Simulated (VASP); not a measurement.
Runs of VASP 6.6.1 on Zr3TiN4. The structure is that of space group Pm-3m (No. 221), or close to it. The cells are those of the table. 

```csv
cell,k mesh,smearing,gap on the mesh (eV),pressure (GPa)
"a = 4.435 Å, 8 atoms",8 × 8 × 8,gaussian 0.1 eV,none,18.1
"a = 4.527, b = 4.528, c = 4.528 Å, 8 atoms",6 × 6 × 6,gaussian 0.2 eV,none,0.3
"a = 4.673 Å, 8 atoms",8 × 8 × 8,gaussian 0.1 eV,none,-19.3
"a = 4.616 Å, 8 atoms",8 × 8 × 8,gaussian 0.1 eV,none,(b)
"a = 4.527 Å, 8 atoms",8 × 8 × 8,gaussian 0.1 eV,none,0.3
"a = 4.482 Å, 8 atoms",8 × 8 × 8,gaussian 0.1 eV,none,8.5
"a = 4.527 Å, 8 atoms",4 × 4 × 4,gaussian 0.1 eV,none,0.1
"a = 4.387 Å, 8 atoms",8 × 8 × 8,gaussian 0.1 eV,none,(a)
"a = 4.572 Å, 8 atoms",8 × 8 × 8,gaussian 0.1 eV,none,-6.7
"a = 4.527 Å, 8 atoms",6 × 6 × 6,gaussian 0.2 eV,none,0.4
"a = 4.338 Å, 8 atoms",8 × 8 × 8,gaussian 0.1 eV,none,42.7
```

Alike in all rows: task single point; level PBE; potentials or basis VASP PAW PBE potentials, release 64 (Zr_sv, Ti_sv, N); no spin polarisation; cutoff (eV) 520.

Question: Estimate the missing entries.

Answer: (a) 29.4; (b) -12.7.

Caveats: the cell stands under pressure (at least some runs); the cell stands under tension (at least some runs).

A k mesh can miss the band edges, and the runs leave out spin-orbit coupling on Zr.

A gap of «none» marks levels without a gap at the run's occupations.
